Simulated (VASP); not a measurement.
# BN (P6_3/mmc) in VASP: electric field gradients with PBE

Aim: the electric field gradients of BN with PBE.

Everything below comes from runs of VASP 6.6.1. Logs are shortened: lines on timing, memory, paths and dates and some standing lists are left out, and cuts for length are marked.

## 1. The cell of the first run

Symmetry: P6_3/mmc, No. 194, hexagonal system. Conventional cell: a = 2.502 Å, b = 2.502 Å, c = 7.369 Å, α = 90.00°, β = 90.00°, γ = 120.00°. Within 1.9 Å of B (site symmetry -6m2) lie 3 N at 1.44 Å. N (site symmetry -6m2) has 3 B at 1.44 Å within 1.9 Å.

## 2. Electric field gradients, PBE

Contents of INCAR:

```
SYSTEM = BN
PREC = Accurate
ENCUT = 520
EDIFF = 1E-8
ISMEAR = -1
SIGMA = 0.02
LREAL = .FALSE.
LASPH = .TRUE.
NELM = 60
ALGO = Normal
ISIF = 2
LWAVE = .FALSE.
LCHARG = .FALSE.
GGA = PE
LEFG = .TRUE.
NBANDS = 16
```

Contents of KPOINTS:

```
Automatic mesh
0
G
  13 13 4
  0 0 0
```

Contents of POSCAR:

```
BN
1.0
    2.5016395345      0.0000000000      0.0000000000
   -1.2508197673      2.1664833880      0.0000000000
    0.0000000000      0.0000000000      7.3693201700
B N
2 2
Direct
    0.6666666667      0.3333333333      0.7500000000
    0.3333333333      0.6666666667      0.2500000000
    0.0000000000      0.0000000000      0.7500000000
    0.0000000000      0.0000000000      0.2500000000
```

Potentials or basis: VASP PAW PBE potentials, release 64 (B, N).

The run is started by

```sh
> cat potpaw_PBE.64/B/POTCAR potpaw_PBE.64/N/POTCAR > POTCAR
> mpirun -np 1 vasp_std > vasp.out
```

OUTCAR:

```text
SYSTEM = BN
   PREC = Accurate
   ENCUT = 520
   EDIFF = 1E-8
   ISMEAR = -1
   LREAL = .FALSE.
   LASPH = .TRUE.
   NELM = 60
   ISIF = 2
   GGA = PE

 ion  position               nearest neighbor table
   1  0.667  0.333  0.750-   3 1.44   3 1.44   3 1.44
   2  0.333  0.667  0.250-   4 1.44   4 1.44   4 1.44
   3  0.000  0.000  0.750-   1 1.44   1 1.44   1 1.44
   4  0.000  0.000  0.250-   2 1.44   2 1.44   2 1.44

  LATTYP: Found a hexagonal cell.
 ALAT       =     2.5016395345
 C/A-ratio  =     2.9457961742

  Lattice vectors:

 A1 = (   2.5016395345,   0.0000000000,   0.0000000000)
 A2 = (  -1.2508197673,   2.1664833880,   0.0000000000)
 A3 = (   0.0000000000,   0.0000000000,   7.3693201700)

Analysis of symmetry for initial positions (statically):
=====================================================================
 Subroutine PRICEL returns:
 Original cell was already a primitive cell.

 Routine SETGRP: Setting up the symmetry group for a
 hexagonal supercell.

 Subroutine GETGRP returns: Found 24 space group operations
 (whereof 12 operations were pure point group operations)
 out of a pool of 24 trial point group operations.

The static configuration has the point symmetry D_3d.
 The point group associated with its full space group is D_6h.

Analysis of symmetry for dynamics (positions and initial velocities):
=====================================================================
 Subroutine PRICEL returns:
 Original cell was already a primitive cell.

 Routine SETGRP: Setting up the symmetry group for a
 hexagonal supercell.

 Subroutine GETGRP returns: Found 24 space group operations
 (whereof 12 operations were pure point group operations)
 out of a pool of 24 trial point group operations.

The dynamic configuration has the point symmetry D_3d.
 The point group associated with its full space group is D_6h.

 Subroutine INISYM returns: Found 24 space group operations
 (whereof 12 operations are pure point group operations),
 and found     1 'primitive' translations

----------------------------------------------------------------------------------------

                                     Primitive cell

  volume of cell :      39.9400

  direct lattice vectors                    reciprocal lattice vectors
     2.501639535  0.000000000  0.000000000     0.399737846  0.230788753  0.000000000
    -1.250819767  2.166483388  0.000000000     0.000000000  0.461577506  0.000000000
     0.000000000  0.000000000  7.369320170     0.000000000  0.000000000  0.135697727

  length of vectors
     2.501639535  2.501639535  7.369320170     0.461577506  0.461577506  0.135697727

  position of ions in fractional coordinates (direct lattice)
     0.666666667  0.333333333  0.750000000
     0.333333333  0.666666667  0.250000000
     0.000000000  0.000000000  0.750000000
     0.000000000  0.000000000  0.250000000

  ion indices of the primitive-cell ions
   primitive index   ion index
                 1           1
                 2           2
                 3           3
                 4           4

----------------------------------------------------------------------------------------

 KPOINTS: Automatic mesh

Automatic generation of k-mesh.
 Grid dimensions read from file:
 generate k-points for:   13   13    4

 Generating k-lattice:

  Cartesian coordinates                     Fractional coordinates (reciprocal lattice)
     0.030749065  0.017752981  0.000000000     0.076923077  0.000000000  0.000000000
     0.000000000  0.035505962  0.000000000     0.000000000  0.076923077  0.000000000
     0.000000000  0.000000000  0.033924432     0.000000000  0.000000000  0.250000000

  Length of vectors
     0.035505962  0.035505962  0.033924432

  Shift w.r.t. Gamma in fractional coordinates (k-lattice)
     0.000000000  0.000000000  0.000000000

 Subroutine IBZKPT returns following result:
 ===========================================

 Found     63 irreducible k-points:

 Following reciprocal coordinates:
            Coordinates               Weight
  0.000000  0.000000  0.000000      1.000000
  0.076923  0.000000  0.000000      6.000000
  0.153846  0.000000  0.000000      6.000000
  0.230769  0.000000  0.000000      6.000000
  0.307692  0.000000  0.000000      6.000000
  0.384615 -0.000000  0.000000      6.000000
[... 16 lines left out ...]
  0.076923  0.000000  0.250000     12.000000
  0.153846  0.000000  0.250000     12.000000
 [... further k-points ...]
   k-points           NKPTS =     63   k-points in BZ     NKDIM =     63   number of bands    NBANDS=     16
   number of dos      NEDOS =    301   number of ions     NIONS =      4
   total plane-waves  NPLWV =  22400
   dimension x,y,z NGX =    20 NGY =   20 NGZ =   56
   dimension x,y,z NGXF=    40 NGYF=   40 NGZF=  112
   ions per type =               2   2
   NGX,Y,Z   is equivalent  to a cutoff of  13.29, 13.29, 12.63 a.u.
   NGXF,Y,Z  is equivalent  to a cutoff of  26.58, 26.58, 25.27 a.u.
 SYSTEM =  BN
   PREC   = accura    normal or accurate (medium, high low for compatibility)
   ISTART =      0    job   : 0-new  1-cont  2-samecut
   ICHARG =      2    charge: 1-file 2-atom 10-const
   ISPIN  =      1    spin polarized calculation?
   LNONCOLLINEAR =      F non collinear calculations
   LSORBIT =      F    spin-orbit coupling
   LASPH  =      T    aspherical Exc in radial PAW
   ENCUT  =  520.0 eV  38.22 Ry    6.18 a.u.   4.65  4.65 13.70*2*pi/ulx,y,z
   NELM   =     60;   NELMIN=  2; NELMDL= -5     # of ELM steps
   EDIFF  = 0.1E-07   stopping-criterion for ELM
   LREAL  =      F    real-space projection
   EDIFFG = 0.1E-06   stopping-criterion for IOM
   NSW    =      0    number of steps for IOM
   IBRION =     -1    ionic relax: 0-MD 1-quasi-New 2-CG
   NFREE  =      0    steps in history (QN), initial steepest desc. (CG)
   ISIF   =      2    stress and relaxation
   ISYM   =      2    0-nonsym 1-usesym 2-fastsym
   POTIM  = 0.5000    time-step for ionic-motion
   TEBEG  =    0.0;   TEEND  =   0.0 temperature during run
   PSTRESS=    0.0 pullay stress
   NELECT =      16.0000    total number of electrons
   NUPDOWN=      -1.0000    fix difference up-down
   EMIN   =  10.00;   EMAX   =-10.00  energy-range for DOS
   EFERMI =   0.00;   METHOD = LEGACY
   ISMEAR =    -1;   SIGMA  =   0.02  broadening in eV -4-tet -1-fermi 0-gaus
   EFERMI_NEDOS =   21; number of points for ismear=-14 and -15
   IALGO  =     38    algorithm
   IMIX   =      4    mixing-type and parameters
     AMIX     =   0.40;   BMIX     =  1.00
     AMIX_MAG =   1.60;   BMIX_MAG =  1.00
  volume/ion in A,a.u.               =       9.98        67.38
  Fermi-wavevector in a.u.,A,eV,Ry     =   1.206829  2.280576 19.816010  1.456436
  Thomas-Fermi vector in A             =   2.342484
   LORBIT       =      0    0 simple, 1 ext, 2 COOP (PROOUT), +10 PAW based schemes
   GGA     = PE    functional components
   LHFCALC =     F    Hartree Fock is set to
   AEXX    =    0.0000 exact exchange contribution
   IVDW    =     0    specifies the selected vdW correction
   LEPSILON=     F    determine dielectric tensor
   LRPA    =     F    only Hartree local field effects (RPA)
 non-spin polarized calculation
  energy-cutoff  :      520.00
  volume of cell :       39.94
 maximum number of plane-waves:      1095
 NGX is ok and might be reduce to    20
   NGX =  9   NGY =  9   NGZ = 27

 number of electron      15.9999999 magnetization

 Free energy of the ion-electron system (eV)
  ---------------------------------------------------
  ext. energy  EPLUGINS =         0.00000000
  ---------------------------------------------------
  free energy    TOTEN  =       -35.17321684 eV

  energy without entropy =      -35.17321684  energy(sigma->0) =      -35.17321684

 E-fermi :   2.1502     XC(G=0):  -9.3868

 val. band max:        1.6802590994   @ k =   0.3077   0.3077   0.0000
 cond. band min:       5.6579212448   @ k =   0.4615   0.0769   0.0000
 fundamental gap:      3.9776621454
 Fermi energy:         2.1501567772

 k-point     1 :       0.0000    0.0000    0.0000
  band No.  band energies     occupation
      1     -16.2417      2.00000
      2     -16.1152      2.00000
      3      -4.3442      2.00000
      4      -3.1067      2.00000
      5       0.1701      2.00000
      6       0.1701      2.00000
[... 8 lines left out ...]
     15      13.1549      0.00000
     16      14.5107      0.00000

 k-point     2 :       0.0769    0.0000    0.0000
  band No.  band energies     occupation
      1     -16.1266      2.00000
      2     -16.0019      2.00000
      3      -4.1861      2.00000
      4      -2.9596      2.00000
      5      -0.3180      2.00000
      6      -0.2936      2.00000
[... 8 lines left out ...]
     15      13.6637      0.00000
     16      14.1464      0.00000

 k-point     3 :       0.1538    0.0000    0.0000
  band No.  band energies     occupation
      1     -15.7865      2.00000
      2     -15.6672      2.00000
      3      -3.7169      2.00000
      4      -2.5249      2.00000
      5      -1.5688      2.00000
      6      -1.5225      2.00000
[... 8 lines left out ...]
     15      14.9988      0.00000
     16      15.0629      0.00000

 k-point     4 :       0.2308    0.0000    0.0000
  band No.  band energies     occupation
      1     -15.2403      2.00000
      2     -15.1299      2.00000
      3      -3.1964      2.00000
      4      -3.1323      2.00000
      5      -2.9553      2.00000
      6      -1.8261      2.00000
[... 8 lines left out ...]
     15      15.8505      0.00000
     16      17.0103      0.00000
[... 324 lines left out ...]
 k-point    22 :       0.0000    0.0000    0.2500
  band No.  band energies     occupation
      1     -16.2237      2.00000
      2     -16.1342      2.00000
      3      -4.1871      2.00000
      4      -3.3185      2.00000
      5       0.1717      2.00000
      6       0.1717      2.00000
[... 8 lines left out ...]
     15      13.5321      0.00000
     16      14.4068      0.00000

 k-point    23 :       0.0769    0.0000    0.2500
  band No.  band energies     occupation
      1     -16.1088      2.00000
      2     -16.0206      2.00000
      3      -4.0303      2.00000
      4      -3.1694      2.00000
      5      -0.3135      2.00000
      6      -0.2966      2.00000
[... 8 lines left out ...]
     15      13.7307      0.00000
     16      14.1048      0.00000

 k-point    24 :       0.1538    0.0000    0.2500
  band No.  band energies     occupation
      1     -15.7694      2.00000
      2     -15.6851      2.00000
      3      -3.5657      2.00000
      4      -2.7299      2.00000
      5      -1.5584      2.00000
      6      -1.5274      2.00000
[... 8 lines left out ...]
     15      15.0080      0.00000
     16      15.0533      0.00000

 [... further k-points ...]

------------------------ aborting loop because EDIFF is reached ----------------------------------------

  FORCE on cell =-STRESS in cart. coord.  units (eV):
  Direction    XX          YY          ZZ          XY          YZ          ZX
  --------------------------------------------------------------------------------------
  -------------------------------------------------------------------------------------
  Total        0.9949599      0.9949599      0.3726818     -0.0000000     -0.0000000      0.0000000
  in kB       39.9124739     39.9124739     14.9500023     -0.0000000     -0.0000000      0.0000000
  external PRESSURE =      31.5916500 kB  Pullay stress =       0.0000000 kB

 VOLUME and BASIS-vectors are now :
 -----------------------------------------------------------------------------
  energy-cutoff  :      520.00
  volume of cell :       39.94
      direct lattice vectors                 reciprocal lattice vectors
     2.501639535  0.000000000  0.000000000     0.399737846  0.230788753  0.000000000
    -1.250819767  2.166483388  0.000000000     0.000000000  0.461577506  0.000000000
     0.000000000  0.000000000  7.369320170     0.000000000  0.000000000  0.135697727

 POSITION                                       TOTAL-FORCE (eV/Angst)
 -----------------------------------------------------------------------------------
      1.25082      0.72216      5.52699        -0.000000      0.000000     -0.000000
     -0.00000      1.44432      1.84233         0.000000     -0.000000     -0.000000
      0.00000      0.00000      5.52699        -0.000000     -0.000000      0.000000
      0.00000      0.00000      1.84233        -0.000000      0.000000      0.000000
 -----------------------------------------------------------------------------------
    total drift:                               -0.000000      0.000000      0.000000

  FREE ENERGIE OF THE ION-ELECTRON SYSTEM (eV)
  ---------------------------------------------------
  free  energy   TOTEN  =       -35.1732168404 eV

  energy  without entropy=      -35.1732168404  energy(sigma->0) =      -35.17321684

 Electric field gradients (V/A^2)
---------------------------------------------------------------------
 ion       V_xx      V_yy      V_zz      V_xy      V_xz      V_yz
---------------------------------------------------------------------
   1     -17.411   -17.411    34.822    -0.000    -0.000     0.000
   2     -17.411   -17.411    34.822    -0.000     0.000    -0.000
   3      -1.373    -1.372     2.746     0.001     0.000    -0.000
   4      -1.373    -1.372     2.746     0.001    -0.000     0.000
---------------------------------------------------------------------

 Electric field gradients after diagonalization (V/A^2)
 (convention: |V_zz| > |V_xx| > |V_yy|)
----------------------------------------------------------------------
 ion       V_xx      V_yy      V_zz     asymmetry (V_yy - V_xx)/ V_zz
----------------------------------------------------------------------
   1     -17.411   -17.411    34.822       0.000
   2     -17.411   -17.411    34.822       0.000
   3      -1.374    -1.372     2.746       0.001
   4      -1.374    -1.372     2.746       0.001
----------------------------------------------------------------------

           NMR quadrupolar parameters

 Cq : quadrupolar parameter    Cq=e*Q*V_zz/h
 eta: asymmetry parameters     (V_yy - V_xx)/ V_zz
 Q  : nuclear electric quadrupole moment in mb (millibarn)
----------------------------------------------------------------------
 ion       Cq(MHz)       eta       Q (mb)
----------------------------------------------------------------------
   1       0.084       0.000       1.000
   2       0.084       0.000       1.000
   3       0.007       0.001       1.000
   4       0.007       0.001       1.000
----------------------------------------------------------------------
```

Run time: 38 s. Hardware: 1 thread of AMD EPYC 7R13 (Zen 3), shared host; peak memory 0.14 GiB.

Results:

| Quantity | Value |
| --- | --- |
| Free energy | -35.1732 eV |
| Pressure | 3.2 GPa |
| Band gap on the k mesh | 3.98 eV, indirect (least direct gap 4.38 eV) |

Stress tensor (GPa, compression positive):
```
3.99 0.00 0.00
0.00 3.99 0.00
0.00 0.00 1.50
```

Electric field gradients, principal values (V/Å²):
| atom | least | middle | greatest (by size) |
| --- | --- | --- | --- |
| 1 B | -17.411 | -17.411 | 34.822 |
| 2 B | -17.411 | -17.411 | 34.822 |
| 3 N | -1.372 | -1.374 | 2.746 |
| 4 N | -1.372 | -1.374 | 2.746 |

Caveat: without QUAD_EFG the Cq values of the log hold for a quadrupole moment of 1 mb, not for the nuclei; this functional lacks dispersion, which binds the layers, so the pressure and a relaxed spacing across them are unreliable.
